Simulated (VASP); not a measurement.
AlN, 2 atoms in the cell. The structure is cubic, space group F-43m (No. 216). The conventional cell has a = 4.375 Å, b = 4.375 Å, c = 4.375 Å, α = 90.00°, β = 90.00°, γ = 90.00°. Within 2.5 Å of Al (site symmetry -43m) lie 4 N at 1.89 Å. N (site symmetry -43m) has 4 Al at 1.89 Å within 2.5 Å. 

```yaml
Program: VASP 6.6.1
Task: relaxation of cell and atoms
Functional: PBE
Potentials_or_basis: VASP PAW PBE potentials, release 64 (Al, N)
Cutoff: 600 eV
k_mesh: 10 × 10 × 10
Occupations: gaussian, width 0.02 eV
Spin: no spin polarisation
Target_pressure: 2 GPa
Dipole_correction: no
Further_INCAR_settings: ALGO = Normal; EDIFF = 1e-06; IBRION = 2; EDIFFG = -0.008; NSW = 70; ISIF = 3
```

Potentials or basis: VASP PAW PBE potentials, release 64 (Al, N).

The run is started by

```sh
$ cat potpaw_PBE.64/Al/POTCAR potpaw_PBE.64/N/POTCAR > POTCAR
$ mpirun -np 1 vasp_std > vasp.out
```

Hardware: 1 thread of Intel(R) Xeon(R) 6975P-C (Granite Rapids), with other jobs on the host.

Q: How long does it take, and how much memory?

A: Wall time 9.9 s on 1 thread of Intel(R) Xeon(R) 6975P-C (Granite Rapids) (shared host), peak memory 0.15 GiB. Counts: scf iterations 23, k points 47, ion steps 3.
